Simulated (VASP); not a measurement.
Input of a VASP 6.6.1 run:

INCAR

```
SYSTEM = KCl
PREC     = Accurate       ! precision mode
ENCUT    = 520            ! plane-wave cutoff, eV
EDIFF    = 1E-6           ! SCF threshold, eV
ISMEAR   = 0              ! smearing method
SIGMA    = 0.1            ! smearing width, eV
LREAL    = .False.        ! projectors in reciprocal space
LASPH    = .True.         ! aspherical terms in the spheres
NELM     = 80             ! most SCF steps
ALGO     = Normal         ! electronic algorithm
ISIF     = 2              ! what is computed and relaxed
LWAVE    = .False.        ! write WAVECAR
LCHARG   = .True.         ! write CHGCAR
GGA      = PE             ! functional
LELF     = .True.         ! ELF
LVHAR    = .True.       
NBANDS   = 42             ! bands
```

KPOINTS

```
Automatic mesh
0
Gamma
  4 4 1
  0 0 0
```

The input POSCAR:

```
KCl
1.0
    4.1826430242     -1.1490932556     -0.6500385648
   -1.1782695046      4.2159919768     -0.4010687763
   -2.4265631817     -1.4443760673     16.6485353151
K Cl
4 4
Direct
    0.1436627216      0.7912903422     -0.0019214628
   -0.0193672820      0.4600424226      0.5007247618
    0.5617239607      0.1253856712      0.2508960938
    0.3983530230     -0.2079689967      0.7504385408
    0.6886738687      0.6251715495      0.1259331692
    0.5218905550      0.2896508477      0.6255617700
    0.4366288782      0.6267875463      0.3757918058
    0.2684342749      0.2896406171      0.8725753215
```

Potentials or basis: VASP PAW PBE potentials, release 64 (K_sv, Cl).

Command:

```bash
$ cat potpaw_PBE.64/K_sv/POTCAR potpaw_PBE.64/Cl/POTCAR > POTCAR
$ mpirun -np 1 vasp_std > vasp.out
```

Task: Estimate the band gap on the k mesh.

Result: 4.93 eV, direct.

Task: What does it give for the largest force?

Result: 0.012 eV/Å.

Task: Estimate the pressure.

Result: 0.1 GPa.

Forces on the atoms (eV/Å):
```
K   -0.005 -0.003 -0.011
K   -0.004 -0.006  0.001
K    0.002  0.001 -0.004
K   -0.002  0.000  0.005
Cl   0.002  0.001  0.006
Cl   0.005  0.005 -0.001
Cl   0.002  0.002 -0.001
Cl  -0.001  0.000  0.004
```

Caveat: the k points lie up to 0.44 Å⁻¹ apart. As with any semilocal functional, this PBE gap is likely too small.
